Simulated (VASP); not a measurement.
# Y (Fm-3m) in VASP: a series of runs

Runs on Y. Level: LDA. Tasks: single point.

Program: VASP 6.6.1. These are calculated values, not measurements. Logs are shortened: lines on timing, memory, paths and dates and some standing lists are left out, and cuts for length are marked.

### Step 1. The cell of the first run

The structure is cubic, space group Fm-3m (No. 225). Conventional cell: a = 5.104 Å, b = 5.104 Å, c = 5.104 Å, α = 90.00°, β = 90.00°, γ = 90.00°. Within 4.7 Å of Y (site symmetry m-3m) lie 12 Y at 3.61 Å.

This isn't the form of Y at room conditions, which is hcp.

### Step 2. Single point, LDA

The input, INCAR:

```
GGA = CA ; ISMEAR = 1
SIGMA = 0.1 ; LWAVE = False
LCHARG = False ; ISIF = 2
PREC = Accurate ; LASPH = True
LREAL = False ; ALGO = Normal
EDIFF = 1E-6 ; NELM = 120
GGA_COMPAT = False ; ENCUT = 450
```

The input, KPOINTS:

```
k-points
0
Gamma
  11 11 11
```

The input, POSCAR:

```
Y
1.0
    0.0000000000      2.5519910612      2.5519910612
    2.5519910612      0.0000000000      2.5519910612
    2.5519910612      2.5519910612      0.0000000000
Y
1
Direct
    0.0000000000      0.0000000000      0.0000000000
```

Potentials or basis: VASP PAW LDA potentials, release 64 (Y_sv).

The run is started by

```console
$ cat potpaw_LDA.64/Y_sv/POTCAR > POTCAR
$ mpirun -np 1 vasp_std > vasp.out
```

OUTCAR:

```text
GGA = CA
   ISMEAR = 1
   ISIF = 2
   PREC = Accurate
   LASPH = True
   LREAL = False
   EDIFF = 1E-6
   NELM = 120
   ENCUT = 450

 Found     56 irreducible k-points:

 Following reciprocal coordinates:
            Coordinates               Weight
  0.000000  0.000000  0.000000      1.000000
  0.090909  0.000000  0.000000      8.000000
  0.181818  0.000000  0.000000      8.000000
  0.272727  0.000000  0.000000      8.000000
  0.363636  0.000000  0.000000      8.000000
  0.454545  0.000000  0.000000      8.000000
   k-points           NKPTS =     56   k-points in BZ     NKDIM =     56   number of bands    NBANDS=      9
   number of dos      NEDOS =    301   number of ions     NIONS =      1
   total plane-waves  NPLWV =  21952
   dimension x,y,z NGX =    28 NGY =   28 NGZ =   28
   dimension x,y,z NGXF=    56 NGYF=   56 NGZF=   56
   ions per type =               1
   NGX,Y,Z   is equivalent  to a cutoff of  12.90, 12.90, 12.90 a.u.
   NGXF,Y,Z  is equivalent  to a cutoff of  25.80, 25.80, 25.80 a.u.
 SYSTEM =  unknown system
   PREC   = accura    normal or accurate (medium, high low for compatibility)
   ISTART =      0    job   : 0-new  1-cont  2-samecut
   ICHARG =      2    charge: 1-file 2-atom 10-const
   ISPIN  =      1    spin polarized calculation?
   LNONCOLLINEAR =      F non collinear calculations
   LSORBIT =      F    spin-orbit coupling
   LASPH  =      T    aspherical Exc in radial PAW
   ENCUT  =  450.0 eV  33.07 Ry    5.75 a.u.   6.24  6.24  6.24*2*pi/ulx,y,z
   NELM   =    120;   NELMIN=  2; NELMDL= -5     # of ELM steps
   EDIFF  = 0.1E-05   stopping-criterion for ELM
   LREAL  =      F    real-space projection
   EDIFFG = 0.1E-04   stopping-criterion for IOM
   NSW    =      0    number of steps for IOM
   IBRION =     -1    ionic relax: 0-MD 1-quasi-New 2-CG
   NFREE  =      0    steps in history (QN), initial steepest desc. (CG)
   ISIF   =      2    stress and relaxation
   ISYM   =      2    0-nonsym 1-usesym 2-fastsym
   POTIM  = 0.5000    time-step for ionic-motion
   TEBEG  =    0.0;   TEEND  =   0.0 temperature during run

   SCALEE = 1.0000    scale energy and forces
   PSTRESS=    0.0 pullay stress
   NELECT =      11.0000    total number of electrons
   NUPDOWN=      -1.0000    fix difference up-down
   EMIN   =  10.00;   EMAX   =-10.00  energy-range for DOS
   EFERMI =   0.00;   METHOD = LEGACY
   ISMEAR =     1;   SIGMA  =   0.10  broadening in eV -4-tet -1-fermi 0-gaus
   EFERMI_NEDOS =   21; number of points for ismear=-14 and -15
   IALGO  =     38    algorithm
   IMIX   =      4    mixing-type and parameters
     AMIX     =   0.40;   BMIX     =  1.00
     AMIX_MAG =   1.60;   BMIX_MAG =  1.00
  volume/ion in A,a.u.               =      33.24       224.32
  Fermi-wavevector in a.u.,A,eV,Ry     =   1.132357  2.139844 17.445821  1.282232
  Thomas-Fermi vector in A             =   2.269058
   LORBIT       =      0    0 simple, 1 ext, 2 COOP (PROOUT), +10 PAW based schemes
   GGA     = CA    functional components
   LHFCALC =     F    Hartree Fock is set to
   AEXX    =    0.0000 exact exchange contribution
   IVDW    =     0    specifies the selected vdW correction
   LEPSILON=     F    determine dielectric tensor
   LRPA    =     F    only Hartree local field effects (RPA)

   CSHIFT  =0.1000    complex shift for real part using Kramers Kronig

   OMEGAMAX=  -1.0    maximum frequency
 non-spin polarized calculation
 Methfessel and Paxton  Order N= 1 SIGMA  =   0.10
  energy-cutoff  :      450.00
  volume of cell :       33.24
 maximum number of plane-waves:       736
 NGX is ok and might be reduce to    28
   NGX = 13   NGY = 13   NGZ = 13

 number of electron      11.0000001 magnetization

 Free energy of the ion-electron system (eV)
  ---------------------------------------------------
  ext. energy  EPLUGINS =         0.00000000
  ---------------------------------------------------
  free energy    TOTEN  =        -6.87901863 eV

  energy without entropy =       -6.87893788  energy(sigma->0) =       -6.87899171

 E-fermi :   2.8300     XC(G=0):  -9.5910

 val. band max:        2.8171591531   @ k =   0.4545   0.1818   0.0000
 cond. band min:       2.8308336437   @ k =  -0.4545   0.1818   0.0000
 fundamental gap:      0.0136744906
 Fermi energy:         2.8300080772

 k-point     1 :       0.0000    0.0000    0.0000
  band No.  band energies     occupation
      1     -39.6761      2.00000
      2     -19.5075      2.00000
      3     -19.5075      2.00000
      4     -19.5075      2.00000
      5      -1.8891      2.00000
      6       4.5267     -0.00000
      7       4.5267     -0.00000
      8       4.5267     -0.00000
      9       6.4649      0.00000

 k-point     2 :       0.0909    0.0000    0.0000
  band No.  band energies     occupation
      1     -39.6713      2.00000
      2     -19.5525      2.00000
      3     -19.5132      2.00000
      4     -19.5132      2.00000
      5      -1.6875      2.00000
      6       4.3132     -0.00000
      7       4.6189     -0.00000
      8       4.6189     -0.00000
      9       6.3680      0.00000

 k-point     3 :       0.1818    0.0000    0.0000
  band No.  band energies     occupation
      1     -39.6584      2.00000
      2     -19.6712      2.00000
      3     -19.5286      2.00000
      4     -19.5286      2.00000
      5      -1.1240      2.00000
      6       3.8476     -0.00000
      7       4.7812     -0.00000
      8       4.7812     -0.00000
      9       6.2723      0.00000

 k-point     4 :       0.2727    0.0000    0.0000
  band No.  band energies     occupation
      1     -39.6413      2.00000
      2     -19.8225      2.00000
      3     -19.5485      2.00000
      4     -19.5485      2.00000
      5      -0.3353      2.00000
      6       3.4293     -0.00000
      7       4.7339     -0.00000
      8       4.7339     -0.00000
      9       6.5803      0.00000

 k-point     5 :       0.3636    0.0000    0.0000
  band No.  band energies     occupation
      1     -39.6256      2.00000
      2     -19.9577      2.00000
      3     -19.5667      2.00000
      4     -19.5667      2.00000
      5       0.4095      2.00000
      6       3.2872     -0.00000
      7       4.5302     -0.00000
      8       4.5302     -0.00000
      9       7.2386      0.00000

 k-point     6 :       0.4545    0.0000    0.0000
  band No.  band energies     occupation
      1     -39.6162      2.00000
      2     -20.0364      2.00000
      3     -19.5775      2.00000
      4     -19.5775      2.00000
      5       0.8040      2.00000
      6       3.4229     -0.00000
      7       4.3864     -0.00000
      8       4.3864     -0.00000
      9       7.8047      0.00000

 [... further k-points ...]

------------------------ aborting loop because EDIFF is reached ----------------------------------------

  FORCE on cell =-STRESS in cart. coord.  units (eV):
  Direction    XX          YY          ZZ          XY          YZ          ZX
  --------------------------------------------------------------------------------------
  -------------------------------------------------------------------------------------
  Total       -0.9750336     -0.9750336     -0.9750336     -0.0000000     -0.0000000      0.0000000
  in kB      -46.9961979    -46.9961979    -46.9961979     -0.0000000     -0.0000000      0.0000000
  external PRESSURE =     -46.9961979 kB  Pullay stress =       0.0000000 kB

 VOLUME and BASIS-vectors are now :
 -----------------------------------------------------------------------------
  energy-cutoff  :      450.00
  volume of cell :       33.24
      direct lattice vectors                 reciprocal lattice vectors
     0.000000000  2.551991061  2.551991061    -0.195925451  0.195925451  0.195925451
     2.551991061  0.000000000  2.551991061     0.195925451 -0.195925451  0.195925451
     2.551991061  2.551991061  0.000000000     0.195925451  0.195925451 -0.195925451

 POSITION                                       TOTAL-FORCE (eV/Angst)
 -----------------------------------------------------------------------------------
      0.00000      0.00000      0.00000         0.000000      0.000000      0.000000
 -----------------------------------------------------------------------------------
    total drift:                               -0.000000     -0.000000     -0.000000

  FREE ENERGIE OF THE ION-ELECTRON SYSTEM (eV)
  ---------------------------------------------------
  free  energy   TOTEN  =        -6.8790186327 eV

  energy  without entropy=       -6.8789378757  energy(sigma->0) =       -6.87899171
```

Wall time 12 s (1 thread of Intel Xeon Platinum 8259CL at 2.50GHz (Skylake/Cascade Lake), shared host); peak memory 0.16 GiB.

What came out:

| Quantity | Value |
| --- | --- |
| Free energy | -6.8790 eV |
| Pressure | -4.7 GPa |
| Band gap on the k mesh | zero (an odd number of electrons rules out a gap without spin polarisation) |

Caveat: the cell stands under tension.

### Step 3. Single point, LDA, non-collinear spin, zero start, spin-orbit coupling

The input, INCAR:

```
  PREC = Accurate
  ENCUT = 520
  EDIFF = 1E-7
  ISMEAR = -5
  SIGMA = 0.05
  LREAL = F
  LASPH = T
  NELM = 150
  ALGO = Fast
  ISIF = 2
  LWAVE = F
  LCHARG = F
  LNONCOLLINEAR = T
  MAGMOM = 0 0 0
  LORBIT = 11
  LSORBIT = T
  GGA_COMPAT = F
  LORBMOM = T
  LMAXMIX = 4
  GGA = CA
  NBANDS = 22
```

The input, KPOINTS:

```
Automatic mesh
0
Gamma
  9 9 9
```

POSCAR is that of step 2.

Potentials or basis: VASP PAW LDA potentials, release 64 (Y_sv).

The run is started by

```console
$ cat potpaw_LDA.64/Y_sv/POTCAR > POTCAR
$ mpirun -np 1 vasp_ncl > vasp.out
```

Run time: 3.1 min. Hardware: 1 thread of Oxide Virtual Turin-like, shared host; peak memory 0.21 GiB.

Results (log left out):

```yaml
Free_energy: -6.9321 eV
Pressure: -4.6 GPa
Net_moment: 0.00 μB per cell
Valence_electrons_inside_the_program's_atomic_spheres: Y 9.45
```

Moments on the atoms (μB; x, y, z):
```
Y   0.00 0.00 0.00
```

Caveat: the cell stands under tension.
